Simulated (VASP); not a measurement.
# V (Im-3m) in VASP: a series of runs

The runs below take V through electric field gradients, with PBEsol.

All numbers are computed with VASP 6.6.1; they aren't measurements. Logs are shortened: lines on timing, memory, paths and dates and some standing lists are left out, and cuts for length are marked.

## (1) The cell of the first run

Symmetry: Im-3m, No. 229, cubic system. Conventional cell: a = 2.985 Å, b = 2.985 Å, c = 2.985 Å, α = 90.00°, β = 90.00°, γ = 90.00°. V (site symmetry m-3m) has 14 V at 2.59 to 2.99 Å within 3.4 Å.

## (2) Electric field gradients, PBEsol, collinear spin, ferromagnetic start (13.30 Å³/atom)

Contents of INCAR:

```
PREC     = Accurate       # precision mode
ENCUT    = 520            # plane-wave cutoff, eV
EDIFF    = 1E-8           # SCF threshold, eV
ISMEAR   = -1             # smearing method
SIGMA    = 0.03           # smearing width, eV
LREAL    = F              # projectors in reciprocal space
LASPH    = T              # aspherical terms in the spheres
NELM     = 150            # most SCF steps
ALGO     = Normal         # electronic algorithm
ISIF     = 2              # what is computed and relaxed
LWAVE    = F              # write WAVECAR
LCHARG   = F              # write CHGCAR
ISPIN    = 2              # spin polarisation
MAGMOM   = 1.5            # initial moments
LORBIT   = 11             # projections on sites
LMAXMIX  = 4              # l up to which the mixer works
GGA      = PS             # functional
LEFG     = T            
NBANDS   = 16             # bands
```

Contents of KPOINTS:

```
regular mesh
0
Gamma
  19 19 19
```

Contents of POSCAR:

```
V
1.0
   -1.4925515474      1.4925515474      1.4925515474
    1.4925515474     -1.4925515474      1.4925515474
    1.4925515474      1.4925515474     -1.4925515474
V
1
Direct
    0.0000000000      0.0000000000      0.0000000000
```

Potentials or basis: VASP PAW PBE potentials, release 64 (V_sv).

Run with:

```bash
$ cat potpaw_PBE.64/V_sv/POTCAR > POTCAR
$ mpirun -np 1 vasp_std > vasp.out
```

OUTCAR:

```text
PREC = Accurate
   ENCUT = 520
   EDIFF = 1E-8
   ISMEAR = -1
   LREAL = F
   LASPH = T
   NELM = 150
   ISIF = 2
   ISPIN = 2
   LORBIT = 11
   GGA = PS

 ion  position               nearest neighbor table
   1  0.000  0.000  0.000-

  LATTYP: Found a body centered cubic cell.
 ALAT       =     2.9851030948

  Lattice vectors:

 A1 = (  -1.4925515474,   1.4925515474,   1.4925515474)
 A2 = (   1.4925515474,  -1.4925515474,   1.4925515474)
 A3 = (   1.4925515474,   1.4925515474,  -1.4925515474)

Analysis of symmetry for initial positions (statically):
=====================================================================
 Subroutine PRICEL returns:
 Original cell was already a primitive cell.

 Routine SETGRP: Setting up the symmetry group for a
 body centered cubic supercell.

 Subroutine GETGRP returns: Found 48 space group operations
 (whereof 48 operations were pure point group operations)
 out of a pool of 48 trial point group operations.

The static configuration has the point symmetry O_h .

Analysis of symmetry for dynamics (positions and initial velocities):
=====================================================================
 Subroutine PRICEL returns:
 Original cell was already a primitive cell.

 Routine SETGRP: Setting up the symmetry group for a
 body centered cubic supercell.

 Subroutine GETGRP returns: Found 48 space group operations
 (whereof 48 operations were pure point group operations)
 out of a pool of 48 trial point group operations.

The dynamic configuration has the point symmetry O_h .

Analysis of structural, dynamic, and magnetic symmetry:
=====================================================================
 Subroutine PRICEL returns:
 Original cell was already a primitive cell.

 Routine SETGRP: Setting up the symmetry group for a
 body centered cubic supercell.

 Subroutine GETGRP returns: Found 48 space group operations
 (whereof 48 operations were pure point group operations)
 out of a pool of 48 trial point group operations.

The overall configuration has the point symmetry O_h .

 Subroutine INISYM returns: Found 48 space group operations
 (whereof 48 operations are pure point group operations),
 and found     1 'primitive' translations

----------------------------------------------------------------------------------------

                                     Primitive cell

  volume of cell :      13.2999

  direct lattice vectors                    reciprocal lattice vectors
    -1.492551547  1.492551547  1.492551547     0.000000000  0.334996805  0.334996805
     1.492551547 -1.492551547  1.492551547     0.334996805  0.000000000  0.334996805
     1.492551547  1.492551547 -1.492551547     0.334996805  0.334996805  0.000000000

  length of vectors
     2.585175113  2.585175113  2.585175113     0.473757025  0.473757025  0.473757025

  position of ions in fractional coordinates (direct lattice)
     0.000000000  0.000000000  0.000000000

  ion indices of the primitive-cell ions
   primitive index   ion index
                 1           1

----------------------------------------------------------------------------------------

 KPOINTS: regular mesh

Automatic generation of k-mesh.
 Grid dimensions read from file:
 generate k-points for:   19   19   19

 Generating k-lattice:

  Cartesian coordinates                     Fractional coordinates (reciprocal lattice)
     0.000000000  0.017631411  0.017631411     0.052631579  0.000000000  0.000000000
     0.017631411  0.000000000  0.017631411     0.000000000  0.052631579  0.000000000
     0.017631411  0.017631411  0.000000000     0.000000000  0.000000000  0.052631579

  Length of vectors
     0.024934580  0.024934580  0.024934580
[... 44 lines left out ...]
 SYSTEM =  unknown system
   PREC   = accura    normal or accurate (medium, high low for compatibility)
   ISTART =      0    job   : 0-new  1-cont  2-samecut
   ICHARG =      2    charge: 1-file 2-atom 10-const
   ISPIN  =      2    spin polarized calculation?
   LNONCOLLINEAR =      F non collinear calculations
   LSORBIT =      F    spin-orbit coupling
   LASPH  =      T    aspherical Exc in radial PAW
   ENCUT  =  520.0 eV  38.22 Ry    6.18 a.u.   4.81  4.81  4.81*2*pi/ulx,y,z
   NELM   =    150;   NELMIN=  2; NELMDL= -5     # of ELM steps
   EDIFF  = 0.1E-07   stopping-criterion for ELM
   LREAL  =      F    real-space projection
   EDIFFG = 0.1E-06   stopping-criterion for IOM
   NSW    =      0    number of steps for IOM
   IBRION =     -1    ionic relax: 0-MD 1-quasi-New 2-CG
   NFREE  =      0    steps in history (QN), initial steepest desc. (CG)
   ISIF   =      2    stress and relaxation
   ISYM   =      2    0-nonsym 1-usesym 2-fastsym
   POTIM  = 0.5000    time-step for ionic-motion
   TEBEG  =    0.0;   TEEND  =   0.0 temperature during run
   PSTRESS=    0.0 pullay stress
   NELECT =      13.0000    total number of electrons
   NUPDOWN=      -1.0000    fix difference up-down
   EMIN   =  10.00;   EMAX   =-10.00  energy-range for DOS
   EFERMI =   0.00;   METHOD = LEGACY
   ISMEAR =    -1;   SIGMA  =   0.03  broadening in eV -4-tet -1-fermi 0-gaus
   EFERMI_NEDOS =   21; number of points for ismear=-14 and -15
   IALGO  =     38    algorithm
   IMIX   =      4    mixing-type and parameters
     AMIX     =   0.40;   BMIX     =  1.00
     AMIX_MAG =   1.60;   BMIX_MAG =  1.00
  volume/ion in A,a.u.               =      13.30        89.75
  Fermi-wavevector in a.u.,A,eV,Ry     =   1.624700  3.070239 35.914636  2.639651
  Thomas-Fermi vector in A             =   2.717944
   LORBIT       =     11    0 simple, 1 ext, 2 COOP (PROOUT), +10 PAW based schemes
   GGA     = PS    functional components
   LHFCALC =     F    Hartree Fock is set to
   AEXX    =    0.0000 exact exchange contribution
   IVDW    =     0    specifies the selected vdW correction
   LEPSILON=     F    determine dielectric tensor
   LRPA    =     F    only Hartree local field effects (RPA)
 spin polarized calculation
  energy-cutoff  :      520.00
  volume of cell :       13.30
 maximum number of plane-waves:       370
   NGX =  9   NGY =  9   NGZ =  9

 number of electron      12.9999991 magnetization      -0.0015616

 number of electron      12.9999991 magnetization       0.0004070

 Free energy of the ion-electron system (eV)
  ---------------------------------------------------
  ext. energy  EPLUGINS =         0.00000000
  ---------------------------------------------------
  free energy    TOTEN  =        -9.63254068 eV

  energy without entropy =       -9.62756543  energy(sigma->0) =       -9.63005306

 E-fermi :   9.7162     XC(G=0): -13.1275

 val. band max:        9.7055610713   @ k =   0.1053   0.1053   0.0000
 cond. band min:       9.7170008561   @ k =  -0.3684   0.4737   0.0526
 fundamental gap:      0.0114397848
 Fermi energy:         9.7162153281

 spin component 1

 k-point     1 :       0.0000    0.0000    0.0000
  band No.  band energies     occupation
      1     -53.7389      1.00000
      2     -27.1187      1.00000
      3     -27.1187      1.00000
      4     -27.1187      1.00000
      5       3.0944      1.00000
      6      10.1362      0.00000
[... 435 lines left out ...]
      5       6.6492      1.00000
      6       8.8009      1.00000
[... 8 lines left out ...]
     15      37.6379      0.00000
     16      38.7666      0.00000

 [... further k-points ...]

 spin component 2

 k-point     1 :       0.0000    0.0000    0.0000
  band No.  band energies     occupation
      1     -53.7386      1.00000
      2     -27.1184      1.00000
      3     -27.1184      1.00000
      4     -27.1184      1.00000
      5       3.0946      1.00000
      6      10.1366      0.00000
[... 435 lines left out ...]
      5       6.6494      1.00000
      6       8.8012      1.00000
[... 8 lines left out ...]
     15      37.6381      0.00000
     16      38.7669      0.00000

 [... further k-points ...]

------------------------ aborting loop because EDIFF is reached ----------------------------------------

  FORCE on cell =-STRESS in cart. coord.  units (eV):
  Direction    XX          YY          ZZ          XY          YZ          ZX
  --------------------------------------------------------------------------------------
  -------------------------------------------------------------------------------------
  Total       -0.4115641     -0.4115641     -0.4115641      0.0000000      0.0000000     -0.0000000
  in kB      -49.5792564    -49.5792564    -49.5792564      0.0000000      0.0000000     -0.0000000
  external PRESSURE =     -49.5792564 kB  Pullay stress =       0.0000000 kB

 VOLUME and BASIS-vectors are now :
 -----------------------------------------------------------------------------
  energy-cutoff  :      520.00
  volume of cell :       13.30
      direct lattice vectors                 reciprocal lattice vectors
    -1.492551547  1.492551547  1.492551547     0.000000000  0.334996805  0.334996805
     1.492551547 -1.492551547  1.492551547     0.334996805  0.000000000  0.334996805
     1.492551547  1.492551547 -1.492551547     0.334996805  0.334996805  0.000000000

 POSITION                                       TOTAL-FORCE (eV/Angst)
 -----------------------------------------------------------------------------------
      0.00000      0.00000      0.00000         0.000000      0.000000      0.000000
 -----------------------------------------------------------------------------------
    total drift:                                0.000000     -0.000000      0.000000

  FREE ENERGIE OF THE ION-ELECTRON SYSTEM (eV)
  ---------------------------------------------------
  free  energy   TOTEN  =        -9.6325406831 eV

  energy  without entropy=       -9.6275654331  energy(sigma->0) =       -9.63005306

 Electric field gradients (V/A^2)
---------------------------------------------------------------------
 ion       V_xx      V_yy      V_zz      V_xy      V_xz      V_yz
---------------------------------------------------------------------
   1      -0.000    -0.000     0.000     0.002     0.002     0.002
---------------------------------------------------------------------

 Electric field gradients after diagonalization (V/A^2)
 (convention: |V_zz| > |V_xx| > |V_yy|)
----------------------------------------------------------------------
 ion       V_xx      V_yy      V_zz     asymmetry (V_yy - V_xx)/ V_zz
----------------------------------------------------------------------
   1      -0.002    -0.002     0.005       0.000
----------------------------------------------------------------------

           NMR quadrupolar parameters

 Cq : quadrupolar parameter    Cq=e*Q*V_zz/h
 eta: asymmetry parameters     (V_yy - V_xx)/ V_zz
 Q  : nuclear electric quadrupole moment in mb (millibarn)
----------------------------------------------------------------------
 ion       Cq(MHz)       eta       Q (mb)
----------------------------------------------------------------------
   1       0.000       0.000       1.000
----------------------------------------------------------------------

 total charge

# of ion       s       p       d       tot
------------------------------------------
    1        2.347   6.227   3.106  11.680

 magnetization (x)

# of ion       s       p       d       tot
------------------------------------------
    1        0.000   0.000   0.000   0.000
```

Wall time 34 s (1 thread of Intel Xeon 6975P-C (Granite Rapids), shared host); peak memory 0.18 GiB.

Results:

* Free energy: -9.6325 eV
* Pressure: -5.0 GPa
* Net moment: 0.00 μB per cell
* Largest electric field gradient by atom: under 0.05 V/Å² on every atom
* Valence electrons inside the program's atomic spheres: V 11.68

Levels at points of the mesh, in eV from the Fermi level:
Spin up:
| k point | band 4 | band 5 | band 6 | band 7 | band 8 | band 9 |
| --- | --- | --- | --- | --- | --- | --- |
| (0.00, 0.00, 0.00) | -36.83 | -6.62 | 0.42 | 0.42 | 0.42 | 2.46 |
Spin down:
```tsv
k point	band 4	band 5	band 6	band 7	band 8	band 9
(0.00, 0.00, 0.00)	-36.83	-6.62	0.42	0.42	0.42	2.46
```

Caveat: the cell stands under tension; the moments typed at the start vanished in this run; the PAW data sets were made with another functional, which shifts forces and pressure a little.

## (3) Electric field gradients, PBEsol, collinear spin, ferromagnetic start (13.72 Å³/atom)

This run uses another cell than the first one, of 13.72 Å³/atom.

Contents of INCAR:

```
SYSTEM = V
  PREC = Accurate
  ENCUT = 520
  EDIFF = 1E-8
  ISMEAR = -1
  SIGMA = 0.03
  LREAL = .False.
  LASPH = .True.
  NELM = 150
  ALGO = Normal
  ISIF = 2
  LWAVE = .False.
  LCHARG = .False.
  ISPIN = 2
  MAGMOM = 1.5
  LORBIT = 11
  LMAXMIX = 4
  GGA = PS
  LEFG = .True.
  NBANDS = 16
```

Contents of KPOINTS:

```
Automatic mesh
0
Gamma
  19 19 19
  0 0 0
```

Contents of POSCAR:

```
V
1.0
   -1.5079397615      1.5079397615      1.5079397615
    1.5079397615     -1.5079397615      1.5079397615
    1.5079397615      1.5079397615     -1.5079397615
V
1
Direct
    0.0000000000      0.0000000000      0.0000000000
```

Potentials or basis: VASP PAW PBE potentials, release 64 (V_sv).

Run with:

```bash
$ cat potpaw_PBE.64/V_sv/POTCAR > POTCAR
$ mpirun -np 1 vasp_std > vasp.out
```

OUTCAR:

```text
SYSTEM = V
   PREC = Accurate
   ENCUT = 520
   EDIFF = 1E-8
   ISMEAR = -1
   LREAL = .False.
   LASPH = .True.
   NELM = 150
   ISIF = 2
   ISPIN = 2
   LORBIT = 11
   GGA = PS

 ion  position               nearest neighbor table
   1  0.000  0.000  0.000-

  LATTYP: Found a body centered cubic cell.
 ALAT       =     3.0158795230

  Lattice vectors:

 A1 = (  -1.5079397615,   1.5079397615,   1.5079397615)
 A2 = (   1.5079397615,  -1.5079397615,   1.5079397615)
[... 1146 lines left out ...]

 Electric field gradients (V/A^2)
---------------------------------------------------------------------
 ion       V_xx      V_yy      V_zz      V_xy      V_xz      V_yz
---------------------------------------------------------------------
   1       0.000    -0.000    -0.000     0.003     0.003     0.003
---------------------------------------------------------------------

 Electric field gradients after diagonalization (V/A^2)
 (convention: |V_zz| > |V_xx| > |V_yy|)
----------------------------------------------------------------------
 ion       V_xx      V_yy      V_zz     asymmetry (V_yy - V_xx)/ V_zz
----------------------------------------------------------------------
   1      -0.003    -0.003     0.006       0.000
----------------------------------------------------------------------

           NMR quadrupolar parameters

 Cq : quadrupolar parameter    Cq=e*Q*V_zz/h
 eta: asymmetry parameters     (V_yy - V_xx)/ V_zz
 Q  : nuclear electric quadrupole moment in mb (millibarn)
----------------------------------------------------------------------
 ion       Cq(MHz)       eta       Q (mb)
----------------------------------------------------------------------
   1       0.000       0.000       1.000
----------------------------------------------------------------------

 total charge

# of ion       s       p       d       tot
------------------------------------------
    1        2.338   6.217   3.071  11.626

 magnetization (x)

# of ion       s       p       d       tot
------------------------------------------
    1        0.000   0.000   0.000   0.000
```

It took 40 s on 1 thread of Intel Xeon 6975P-C (Granite Rapids), shared host; peak memory 0.18 GiB.

Results:

```
Free energy                                           : -9.6130 eV
Pressure                                              : -10.1 GPa
Net moment                                            : 0.00 μB per cell
Largest electric field gradient by atom               : under 0.05 V/Å² on every atom
Valence electrons inside the program's atomic spheres : V 11.63
```

Caveat: the cell stands under tension; the moments typed at the start vanished in this run; the PAW data sets were made with another functional, which shifts forces and pressure a little.

[end of part 1 of 2]
